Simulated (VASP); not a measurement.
Pt: single point with LDA

Pt:

```xyz
1
Lattice="0.0000 1.9468 1.8106 2.1610 0.0000 1.8106 2.1610 1.9468 0.0000" Properties=species:S:1:pos:R:3 pbc="T T T"
Pt    0.0000    0.0000    0.0000
```

This cell differs from its parent crystal: normal strain along x +0.1100, normal strain along z -0.0700.

```json
{
 "Program": "VASP 6.6.1",
 "Task": "single point",
 "Functional": "LDA",
 "Potentials or basis": "VASP PAW LDA potentials, release 64 (Pt)",
 "Cutoff": "520 eV",
 "k mesh": "20 × 20 × 20",
 "Occupations": "gaussian, width 0.15 eV",
 "Spin": "no spin polarisation",
 "Dipole correction": "no",
 "Further INCAR settings": "ALGO = Fast; EDIFF = 1e-06; NBANDS = 11"
}
```

```yaml
Pressure: -5.4 GPa
Band_gap_on_the_k_mesh: zero (bands 5 and 6 overlap by 2.94 eV)
```

Stress tensor (GPa, compression positive):
```
-17.16   0.00   0.00
  0.00   0.10   0.00
  0.00   0.00   0.85
```

Levels at points of the mesh, in eV from the Fermi level:
```
           k point  band 3  band 4  band 5  band 6  band 7  band 8
(0.00, 0.00, 0.00)   -3.29   -2.70   -2.62   -0.59   15.13   17.46
(0.50, 0.00, 0.00)   -2.80   -0.28   -0.26    0.48    6.04   13.67
(0.50, 0.50, 0.00)   -0.08   -0.01    1.24    3.64    9.80   10.29
(0.50, 0.00, 0.50)   -0.38   -0.31    1.40    2.11    9.33   10.94
(0.00, 0.50, 0.50)    0.22    0.26    0.28    0.66    6.58   12.89
```

It took 6 min on 1 thread of Intel Xeon 8259CL (shared host), peak memory 0.27 GiB.

Caveat: the cell differs from its parent crystal (normal strain along x +0.1100, normal strain along z -0.0700); the stress differs along the axes, from -17 to 1 GPa; spin-orbit coupling is left out, which moves the levels of the heavy elements.
